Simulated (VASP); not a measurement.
Here is a VASP 6.6.1 calculation.

File INCAR:

```
SYSTEM = Ta2N
  PREC = Accurate
  ENCUT = 520
  EDIFF = 1E-6
  ISMEAR = 0
  SIGMA = 0.15
  LREAL = .FALSE.
  LASPH = .TRUE.
  NELM = 80
  ALGO = Normal
  ISIF = 2
  LWAVE = .FALSE.
  LCHARG = .FALSE.
  GGA = PE
  NBANDS = 20
```

Contents of KPOINTS:

```
Automatic mesh
0
G
  18 18 10
  0 0 0
```

The input POSCAR:

```
Ta2N
1.0
    3.1011400584      0.0000000000      0.0000000000
   -1.5505700292      2.6856660713      0.0134283304
    0.0000000000      0.0244094502      4.8818900414
Ta N
2 1
Direct
    0.6666666667      0.3333333333      0.7449050326
    0.3333333333      0.6666666667      0.2550949674
    0.0000000000      0.0000000000      0.0000000000
```

Potentials or basis: VASP PAW PBE potentials, release 64 (Ta_pv, N).

Launch:

```bash
$ cat potpaw_PBE.64/Ta_pv/POTCAR potpaw_PBE.64/N/POTCAR > POTCAR
$ mpirun -np 1 vasp_std > vasp.out
```

Task: Predict the largest force.

Result: 0.062 eV/Å.

Task: What does it give for the band gap on the k mesh?

Result: Zero (an odd number of electrons rules out a gap without spin polarisation).

Task: Predict the pressure.

Result: 0.5 GPa.

Stress tensor (GPa, compression positive):
```
 0.99  0.00  0.00
 0.00 -0.04 -1.47
 0.00 -1.47  0.48
```

Caveat: the cell differs from its parent crystal (strain +0.0100 x Voigt [0, 0, 0, 1, 0, 0]); spin-orbit coupling is left out, which moves the levels of the heavy elements.
